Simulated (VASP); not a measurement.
Mg2C:

```
C Mg
1.0
     0.00000    2.71094    2.71094
     2.71094    0.00000    2.71094
     2.71094    2.71094    0.00000
C Mg
1 2
Direct
  0.00000 0.00000 0.00000
  0.25000 0.25000 0.25000
  0.75000 0.75000 0.75000
```

Base run:

| Item | Value |
| --- | --- |
| Program | VASP 6.6.1 |
| Functional | r2SCAN |
| Potentials or basis | VASP PAW PBE potentials, release 64 (C, Mg) |
| Cutoff | 520 eV |
| k mesh | 8 × 8 × 8 |
| Occupations | gaussian, width 0.01 eV |
| Spin | no spin polarisation |

Its results: band gap on the k mesh 1.11 eV (least direct gap 1.95 eV); pressure -0.4 GPa.

Task: The run is repeated on the same cell with these changes: functional from r2SCAN to HSE06; k mesh from 8 × 8 × 8 to 6 × 6 × 6. What comes out?

Result: Band gap on the k mesh 1.39 eV (least direct gap 2.30 eV); pressure -0.6 GPa.

Several settings changed at once.

Caveats: the structure was generated, so it needn't be the stable form of Mg2C; the PAW data sets were made with another functional, which shifts forces and pressure a little.

A k mesh can miss the band edges.
